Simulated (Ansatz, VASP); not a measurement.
# GaSb in VASP and in Ansatz

```
Ga Sb
1.0
    -2.75343    2.75343    1.59071
     2.75343   -2.75343    1.59071
     2.75343    2.75343   -1.59071
Ga Sb
1 1
Direct
  0.25000 0.75000 0.50000
  0.00000 0.00000 0.00000
```

Alike in both runs: task relaxation of cell and atoms; functional PBEsol; k mesh 8 × 8 × 8; occupations fermi-dirac, width 0.05 eV; no spin polarisation.

|  | VASP | Ansatz |
| --- | --- | --- |
| version | VASP 6.6.1 | Ansatz 0.2.0 |
| potentials or method | VASP PAW PBE potentials, release 64 (Ga_d, Sb) | plane waves, PAW |
| plane-wave cutoff (eV) | 600 | 420 |
| valence electrons in the cell | 18 | 28 |

Ansatz gave:

```
relaxed volume (Å³/atom)                                     : 22.91
relaxed cell length with the largest relative difference (Å) : 4.131
```

Problem. Which values does VASP return?

Solution. Relaxed volume (Å³/atom): 22.96; relaxed cell length with the largest relative difference (Å): 4.134.

VASP's potentials were made for PBE, not for PBEsol. VASP's potentials hold 18 valence electrons a cell and Ansatz's 28, so a difference there can come from the potentials and not from the codes.

Spin-orbit coupling is off throughout.
